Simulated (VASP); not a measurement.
A run of VASP 6.6.1 is set up as follows.

Contents of INCAR:

```
ALGO     = Normal         # electronic algorithm
EDIFF    = 1E-7           # SCF threshold, eV
ENCUT    = 520            # plane-wave cutoff, eV
GGA      = PE             # functional
ISIF     = 2              # what is computed and relaxed
ISMEAR   = 0              # smearing method
LASPH    = T              # aspherical terms in the spheres
LCHARG   = F              # write CHGCAR
LREAL    = F              # projectors in reciprocal space
LWAVE    = F              # write WAVECAR
NBANDS   = 16             # bands
NELM     = 80             # most SCF steps
PREC     = Accurate       # precision mode
SIGMA    = 0.1            # smearing width, eV
```

Contents of KPOINTS:

```
k-points
0
Gamma
  4 4 6
```

Contents of POSCAR:

```
AlN
1.0
    4.1945183200     -2.9640642880      0.0000000000
    4.1945183200      2.9640642880      0.0000000000
    0.0000000000      0.0000000000      2.9533011419
Al N
2 2
Direct
    0.0000000000      0.0000000000      0.0000000000
    0.5000000000      0.5000000000      0.5000000000
    0.7082178768      0.2917821232      0.0000000000
    0.2917821232      0.7082178768      0.0000000000
```

Potentials or basis: VASP PAW PBE potentials, release 64 (Al, N).

Command:

```bash
$ cat potpaw_PBE.64/Al/POTCAR potpaw_PBE.64/N/POTCAR > POTCAR
$ mpirun -np 1 vasp_std > vasp.out
```

(1) Predict the band gap on the k mesh.

(2) Predict the pressure.

(3) Estimate the largest force.

Results:

(1) zero (band 8 reaches 2.24 eV, above the bottom of band 9 at 2.07 eV).

(2) 0.1 GPa.

(3) 0.027 eV/Å.
